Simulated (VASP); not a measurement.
A run of VASP 6.6.1 is set up as follows.

Contents of INCAR:

```
SYSTEM = WS2
ALGO = Normal
EDIFF = 1E-6
ENCUT = 520
GGA = PE
ISIF = 2
ISMEAR = 0
IVDW = 12
LASPH = .TRUE.
LCHARG = .TRUE.
LELF = .TRUE.
LREAL = .FALSE.
LVHAR = .TRUE.
LWAVE = .FALSE.
NBANDS = 20
NELM = 60
PREC = Accurate
SIGMA = 0.05
```

Contents of KPOINTS:

```
k-points
0
G
  12 12 12
  0 0 0
```

Contents of POSCAR:

```
WS2
1.0
    1.6579504035      0.9572181118      5.8551635000
   -1.6579504035      0.9572181118      5.8551635000
    0.0000000000     -1.9144362235      5.8551635000
W S
1 2
Direct
    0.0000000000      0.0000000000      0.0000000000
    0.7503000000      0.7503000000      0.7503000000
    0.5810000000      0.5810000000      0.5810000000
```

Potentials or basis: VASP PAW PBE potentials, release 64 (W_sv, S).

Run with:

```sh
$ cat potpaw_PBE.64/W_sv/POTCAR potpaw_PBE.64/S/POTCAR > POTCAR
$ mpirun -np 1 vasp_std > vasp.out
```

Task: Predict the largest force.

Result: 0.922 eV/Å.

Task: What does it give for the pressure?

Result: -5.5 GPa.

Task: Estimate the dispersion energy per atom.

Result: -0.407 eV.

Task: What does it give for the band gap on the k mesh?

Result: 0.03 eV (least direct gap 1.28 eV).

Forces on the atoms (eV/Å):
```
W    0.000  0.000 -0.528
S    0.000  0.000  0.922
S    0.000  0.000 -0.394
```

Caveat: the cell differs from its parent crystal (strain +0.050 along x and y, -0.050 along z); the stress differs along the axes, from -11 to 5 GPa; the smearing spreads over this small gap; spin-orbit coupling is left out, which moves the levels of the heavy elements. A k mesh can miss the band edges.
